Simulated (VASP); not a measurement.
A run of VASP 6.6.1 is set up as follows.

The input INCAR:

```
ALGO = Normal
EDIFF = 1E-7
ENCUT = 520
ISIF = 2
ISMEAR = -1
LASPH = True
LCHARG = False
LREAL = False
LWAVE = False
NBANDS = 16
NELM = 60
PREC = Accurate
SIGMA = 0.1
```

The input KPOINTS:

```
k-points
0
Gamma
  12 12 12
```

POSCAR

```
NbTe
1.0
    0.0000000000      3.0803032375      3.0803032375
    3.0803032375      0.0000000000      3.0803032375
    3.0803032375      3.0803032375      0.0000000000
Nb Te
1 1
Direct
    0.0000000000      0.0000000000      0.0000000000
    0.2500000000      0.2500000000      0.2500000000
```

Potentials or basis: VASP PAW LDA potentials, release 64 (Nb_sv, Te).

Command:

```sh
$ cat potpaw_LDA.64/Nb_sv/POTCAR potpaw_LDA.64/Te/POTCAR > POTCAR
$ mpirun -np 1 vasp_std > vasp.out
```

(1) Estimate the pressure.

## Answers

(1) 0.0 GPa.
